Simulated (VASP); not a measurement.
Wanted: the native input for a VASP 6.6.1 run.

| Quantity | Value |
| --- | --- |
| Task | single point |
| Functional | PBEsol |
| Potentials or basis | VASP PAW PBE potentials, release 64 (W_sv, Se) |
| Cutoff | 520 eV |
| k mesh | 9 × 9 × 2 |
| Occupations | gaussian, width 0.05 eV |
| Spin | no spin polarisation |
| Dipole correction | no |
| Further INCAR settings | ALGO = Normal; EDIFF = 1e-06; NBANDS = 35 |

The structure of WSe2 lies in POSCAR:

```
WSe2
1.0
   -3.2711504052      0.0000000000      0.0000000000
   -1.6355752026     -2.8328993505      0.0000000000
   -4.4979953647     -2.5969188346     13.2206689562
W Se
2 4
Direct
   -0.3541916667     -0.3541916667      0.7500000000
    0.4374916667      0.4374916667      0.2500000000
    0.2202252211      0.2202252211      0.1233861811
    0.0952085545      0.0952085545      0.6233861811
   -0.0119085545     -0.0119085545      0.3766138189
   -0.1369252211     -0.1369252211      0.8766138189
```

The input as run:

INCAR

```
SYSTEM = WSe2
PREC = Accurate
ENCUT = 520
EDIFF = 1E-6
ISMEAR = 0
SIGMA = 0.05
LREAL = .False.
LASPH = .True.
NELM = 100
ALGO = Normal
ISIF = 2
LWAVE = .False.
LCHARG = .False.
GGA = PS
NBANDS = 35
```

KPOINTS

```
Automatic mesh
0
Gamma
  9 9 2
  0 0 0
```

Potentials or basis: VASP PAW PBE potentials, release 64 (W_sv, Se).

The run is started by

```sh
$ cat potpaw_PBE.64/W_sv/POTCAR potpaw_PBE.64/Se/POTCAR > POTCAR
$ mpirun -np 1 vasp_std > vasp.out
```

It gave:

- Pressure: 0.5 GPa
- Largest force: 0.067 eV/Å
- Band gap on the k mesh: 1.12 eV, indirect (least direct gap 1.60 eV)

Caveat: the PAW data sets were made with another functional, which shifts forces and pressure a little; spin-orbit coupling is left out, which moves the levels of the heavy elements; this functional lacks dispersion, which binds the layers, so the pressure and a relaxed spacing across them are unreliable.

Run time: 3.3 min on 1 thread of Intel(R) Xeon(R) Platinum 8259CL CPU @ 2.50GHz (Skylake/Cascade Lake), on a shared host, peak memory 0.35 GiB.
